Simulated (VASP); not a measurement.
Crystal: Ti2Si3.

```
Ti Si
1.0
     4.53864    0.00000    0.00000
     0.00000    4.53864    0.00000
     0.00000    0.00000    6.74258
Ti Si
2 3
Direct
  0.00000 0.00000 0.14463
  0.00000 0.00000 0.85537
  0.50000 0.00000 0.50000
  0.00000 0.50000 0.50000
  0.00000 0.00000 0.50000
```

The cell was generated, and may not be a known phase.

* Program: VASP 6.6.1
* Task: relaxation of cell and atoms
* Functional: PBE
* Potentials or basis: VASP PAW PBE potentials, release 64 (Ti_sv, Si)
* Cutoff: 600 eV
* k mesh: 8 × 8 × 6
* Occupations: gaussian, width 0.1 eV
* Spin: no spin polarisation

At the start: pressure 0.6 GPa; volume 27.78 Å³/atom.

Question: How do energy, volume and symmetry change on relaxing?

Answer: Over 5 steps the energy falls by 3.2 meV/atom and the volume is 27.86 Å³/atom (+0.3 %); space group P4/mmm (No. 123, to 0.1 Å) before and after.

The path:
```
step  energy change (eV)  largest force (eV/Å)  pressure (GPa)  volume (Å³)
   1              0.0000                0.7343            0.59       138.89
   2             -0.0014                0.3984           -0.86       140.97
   3             -0.0153                0.0575           -0.20       139.89
   4             -0.0153                0.0678           -0.19       139.87
   5             -0.0160                0.0098            0.00       139.30
```

Final structure:
```
Ti Si
1.0
     4.53861    0.00000    0.00000
     0.00000    4.53861    0.00000
     0.00000    0.00000    6.76233
Ti Si
2 3
Direct
  0.00000 0.00000 0.14763
  0.00000 0.00000 0.85237
  0.50000 0.00000 0.50000
  0.00000 0.50000 0.50000
  0.00000 0.00000 0.50000
```

Caveat: atoms lie so close that the PAW spheres overlap strongly, which falsifies energies and pressures.
